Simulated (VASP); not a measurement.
# AlGaN2 (P-4m2) in VASP: a series of runs, part 2 of 2

VASP 6.6.1. The steps go on from the part before.

## Step 3: G0W0 quasiparticle levels, r2SCAN

The input, POSCAR:

```
AlGaN2
1.0
    3.1384692830      0.0000000000      0.0000000000
    0.0000000000      3.1384692830      0.0000000000
    0.0000000000      0.0000000000      4.4227212057
Al Ga N
1 1 2
Direct
    0.5000000000      0.5000000000      0.5000000000
    0.0000000000      0.0000000000      0.0000000000
    0.5000000000      0.0000000000      0.7390927671
    0.0000000000      0.5000000000      0.2609072329
```

The input, INCAR.step1:

```
SYSTEM = AlGaN2
  PREC = Accurate
  ENCUT = 500
  EDIFF = 1E-8
  ISMEAR = 0
  SIGMA = 0.01
  LREAL = .False.
  LASPH = .True.
  NELM = 100
  ALGO = Normal
  LWAVE = .True.
  LCHARG = .False.
  METAGGA = R2SCAN
  LMIXTAU = .True.
```

The input, INCAR.step2:

```
SYSTEM = AlGaN2
  PREC = Accurate
  ENCUT = 500
  EDIFF = 1E-8
  ISMEAR = 0
  SIGMA = 0.01
  LREAL = .False.
  LASPH = .True.
  NELM = 1
  ALGO = Exact
  LWAVE = .True.
  LCHARG = .False.
  METAGGA = R2SCAN
  LMIXTAU = .True.
  NBANDS = 83
  LOPTICS = .True.
  ISTART = 1
```

The input, INCAR.step3:

```
SYSTEM = AlGaN2
  PREC = Accurate
  ENCUT = 500
  EDIFF = 1E-8
  ISMEAR = 0
  SIGMA = 0.01
  LREAL = .False.
  LASPH = .True.
  ALGO = EVGW0
  LWAVE = .False.
  LCHARG = .False.
  METAGGA = R2SCAN
  LMIXTAU = .True.
  NELMGW = 1
  NBANDS = 83
  ENCUTGW = 80.0
  NOMEGA = 48
  PRECFOCK = Fast
  ISTART = 1
  NBANDSGW = 21
```

The input, KPOINTS:

```
Automatic mesh
0
Gamma
  4 4 4
  0 0 0
```

Potentials or basis: VASP PAW PBE potentials, release 64 (Al_GW, Ga_d_GW, N_GW).

Started as:

```
$ cat potpaw_PBE.64/Al_GW/POTCAR potpaw_PBE.64/Ga_d_GW/POTCAR potpaw_PBE.64/N_GW/POTCAR > POTCAR
$ cp INCAR.step1 INCAR
$ mpirun -np 1 vasp_std > vasp.out
$ cp INCAR.step2 INCAR
$ mpirun -np 1 vasp_std > vasp.out
$ cp INCAR.step3 INCAR
$ mpirun -np 1 vasp_std > vasp.out
```

OUTCAR:

```text
SYSTEM = AlGaN2
   PREC = Accurate
   ENCUT = 500
   EDIFF = 1E-8
   ISMEAR = 0
   LREAL = .False.
   LASPH = .True.
   METAGGA = R2SCAN
   NELMGW = 1
   ENCUTGW = 80.0
   PRECFOCK = Fast
   ISTART = 1

 ion  position               nearest neighbor table
   1  0.500  0.500  0.500-   3 1.89   4 1.89   3 1.89   4 1.89
   2  0.000  0.000  0.000-   3 1.95   4 1.95   4 1.95   3 1.95
   3  0.500  0.000  0.739-   1 1.89   1 1.89   2 1.95   2 1.95
   4  0.000  0.500  0.261-   1 1.89   1 1.89   2 1.95   2 1.95

  LATTYP: Found a simple tetragonal cell.
 ALAT       =     3.1384692830
 C/A-ratio  =     1.4091969068

  Lattice vectors:

 A1 = (   3.1384692830,   0.0000000000,   0.0000000000)
 A2 = (   0.0000000000,   3.1384692830,   0.0000000000)
 A3 = (   0.0000000000,   0.0000000000,   4.4227212057)

Analysis of symmetry for initial positions (statically):
=====================================================================
 Subroutine PRICEL returns:
 Original cell was already a primitive cell.

 Routine SETGRP: Setting up the symmetry group for a
 simple tetragonal supercell.

 Subroutine GETGRP returns: Found  8 space group operations
 (whereof  8 operations were pure point group operations)
 out of a pool of 16 trial point group operations.

The static configuration has the point symmetry D_2d.

Analysis of symmetry for dynamics (positions and initial velocities):
=====================================================================
 Subroutine PRICEL returns:
 Original cell was already a primitive cell.

 Routine SETGRP: Setting up the symmetry group for a
 simple tetragonal supercell.

 Subroutine GETGRP returns: Found  8 space group operations
 (whereof  8 operations were pure point group operations)
 out of a pool of 16 trial point group operations.

The dynamic configuration has the point symmetry D_2d.

 Subroutine INISYM returns: Found  8 space group operations
 (whereof  8 operations are pure point group operations),
[... 84 lines left out ...]
   PREC   = accura    normal or accurate (medium, high low for compatibility)
   ISTART =      1    job   : 0-new  1-cont  2-samecut
   ICHARG =      0    charge: 1-file 2-atom 10-const
   ISPIN  =      1    spin polarized calculation?
   LNONCOLLINEAR =      F non collinear calculations
   LSORBIT =      F    spin-orbit coupling
   LASPH  =      T    aspherical Exc in radial PAW
   ENCUT  =  500.0 eV  36.75 Ry    6.06 a.u.   5.72  5.72  8.06*2*pi/ulx,y,z
   NELM   =     60;   NELMIN=  2; NELMDL=  0     # of ELM steps
   EDIFF  = 0.1E-07   stopping-criterion for ELM
   LREAL  =      F    real-space projection
   EDIFFG = 0.1E-06   stopping-criterion for IOM
   NSW    =      0    number of steps for IOM
   IBRION =     -1    ionic relax: 0-MD 1-quasi-New 2-CG
   NFREE  =      0    steps in history (QN), initial steepest desc. (CG)
   ISIF   =      0    stress and relaxation
   ISYM   =      3    0-nonsym 1-usesym 2-fastsym
   POTIM  = 0.5000    time-step for ionic-motion
   TEBEG  =    0.0;   TEEND  =   0.0 temperature during run
   PSTRESS=    0.0 pullay stress
   NELECT =      26.0000    total number of electrons
   NUPDOWN=      -1.0000    fix difference up-down
   EMIN   =  10.00;   EMAX   =-10.00  energy-range for DOS
   EFERMI =   0.00;   METHOD = LEGACY
   ISMEAR =     0;   SIGMA  =   0.01  broadening in eV -4-tet -1-fermi 0-gaus
   EFERMI_NEDOS =   21; number of points for ismear=-14 and -15
   IALGO  =     38    algorithm
   IMIX   =      4    mixing-type and parameters
     AMIX     =   0.40;   BMIX     =  1.00
     AMIX_MAG =   1.60;   BMIX_MAG =  1.00
  volume/ion in A,a.u.               =      10.89        73.50
  Fermi-wavevector in a.u.,A,eV,Ry     =   1.378344  2.604692 25.848772  1.899831
  Thomas-Fermi vector in A             =   2.503414
   LORBIT       =      0    0 simple, 1 ext, 2 COOP (PROOUT), +10 PAW based schemes
   METAGGA = R2SCAN    functional components
   LHFCALC =     T    Hartree Fock is set to
   PRECFOCK=fast      Normal, Fast or Accurate (Low or Medium for compatibility)
   ENCUT4O =  -1.0   cutoff for four orbital integrals eV
   NKREDX  =     1    reduce k-point grid by
   NKREDY  =     1    reduce k-point grid by
   NKREDZ  =     1    reduce k-point grid by
   AEXX    =    1.0000 exact exchange contribution
   HFSCREEN=    0.0000 screening length (either q_TF or 0.3 A-1)
   HFSCREENC=   0.0000 screening length for correlation (either q_TF or 0.3 A-1)
   ENCUTFOCK=  -1.0 apply spherical cutoff to Coloumb kernel
   IVDW    =     0    specifies the selected vdW correction
   LEPSILON=     F    determine dielectric tensor
   LRPA    =     F    only Hartree local field effects (RPA)
   LRPAFORCE           =     F    calculate RPA forces
   ENCUTGW             =  80.0    cutoff for response function in eV
   ENCUTGWSOFT         =  64.0    soft cutoff for Coulomb kernel in GW response function in eV
   ENCUTLF             =  -1.0    cutoff for local field effects
   NELMGW              =     1    number of iterations in solving QP/BSE equation
   NELMHF              =     1    number of iterations in the inner HF iteration
   NKREDLFX            =     1    NKREDLFY  =   1   NKREDLFZ  =   1
 non-spin polarized calculation
 Gauss-broadening in eV      SIGMA  =   0.01
  energy-cutoff  :      500.00
  volume of cell :       43.56
 maximum number of plane-waves:      1136
 NGX is ok and might be reduce to    24
  NGX = 14; NGY = 14; NGZ = 20
   NGX = 11   NGY = 11   NGZ = 17
 maximum number of plane-waves:        86
 NGX is ok and might be reduce to    10

 QP shifts <psi_nk| G(iteration)W_0 |psi_nk>: iteration 1
 for sc-GW calculations column KS-energies equals QP-energies in previous step
 and V_xc(KS)=  KS-energies - (<T + V_ion + V_H > + <T+V_H+V_ion>^1  + <V_x>^1)

 k-point   1 :       0.0000    0.0000    0.0000
  band No.  KS-energies  QP-energies   sigma(KS)   V_xc(KS)     V^pw_x(r,r')   Z            occupation Imag(sigma)

      1     -11.4795     -11.8971     -16.7015     -16.1174     -24.8882       0.7149       2.0000       1.1743
      2      -9.9079     -11.4640     -22.1278     -20.0029     -30.3283       0.7323       2.0000       0.6112
      3      -8.5533     -11.8291     -27.0357     -22.6951     -35.1487       0.7547       2.0000       0.2183
      4      -8.5533     -11.8291     -27.0357     -22.6951     -35.1487       0.7547       2.0000       0.2183
      5      -8.4814     -11.7917     -26.9305     -22.5377     -34.9425       0.7536       2.0000       0.1818
      6      -8.3246     -11.7235     -27.3411     -22.8732     -35.3896       0.7607       2.0000       0.1677
[... 438 lines left out ...]
     20      17.3070      17.9519     -10.2537     -11.0625      -5.5149       0.7973       0.0000      -0.1491
     21      17.5580      18.6348     -11.3640     -12.7405      -6.4673       0.7823       0.0000      -0.1554
```

OUTCAR.step1:

```text
SYSTEM = AlGaN2
   PREC = Accurate
   ENCUT = 500
   EDIFF = 1E-8
   ISMEAR = 0
   LREAL = .False.
[... 581 lines left out ...]
      0.00000      0.00000      0.00000         0.000000     -0.000000      0.000000
      1.56923      0.00000      3.26880         0.000000     -0.000000     -0.125590
      0.00000      1.56923      1.15392         0.000000     -0.000000      0.125590
 -----------------------------------------------------------------------------------
    total drift:                                0.000000      0.000000      0.000000

  FREE ENERGIE OF THE ION-ELECTRON SYSTEM (eV)
  ---------------------------------------------------
  free  energy   TOTEN  =       -41.0584221286 eV

  energy  without entropy=      -41.0584221286  energy(sigma->0) =      -41.05842213
```

OUTCAR.step2:

```text
SYSTEM = AlGaN2
   PREC = Accurate
   ENCUT = 500
   EDIFF = 1E-8
   ISMEAR = 0
[... 1061 lines left out ...]
     0.00000     5.21903     5.21903     4.87160     0.00000     0.00000     0.00000
     1.11832     5.33260     5.33260     4.95920     0.00000     0.00000     0.00000
     2.23665     5.79708     5.79708     5.29379     0.00000     0.00000     0.00000
     3.35497     5.56362     5.56362     7.00809     0.00000     0.00000     0.00000
     4.47330     6.95433     6.95433     5.74120     0.00000     0.00000     0.00000
     5.59162     6.77465     6.77465     9.21937     0.00000     0.00000     0.00000
[... 92 lines left out ...]
   109.59578     0.94209     0.94209     0.94290    -0.00000    -0.00000    -0.00000
   110.71410     0.94348     0.94348     0.94428    -0.00000    -0.00000    -0.00000
```

Wall time 6.8 min (1 thread of AMD EPYC 9R45 (Zen 5), shared host); peak memory 0.6 GiB.

Results:

```
Quasiparticle gap                                   : 4.35 eV
Least direct quasiparticle gap                      : 4.37 eV
Band gap of the starting levels on the mesh         : 3.36 eV
Least direct gap of the starting levels on the mesh : 3.36 eV
```

Caveat: the k points lie up to 0.50 Å⁻¹ apart; bands, screening cutoff and mesh are small and nothing is extrapolated, so the quasiparticle values aren't converged.
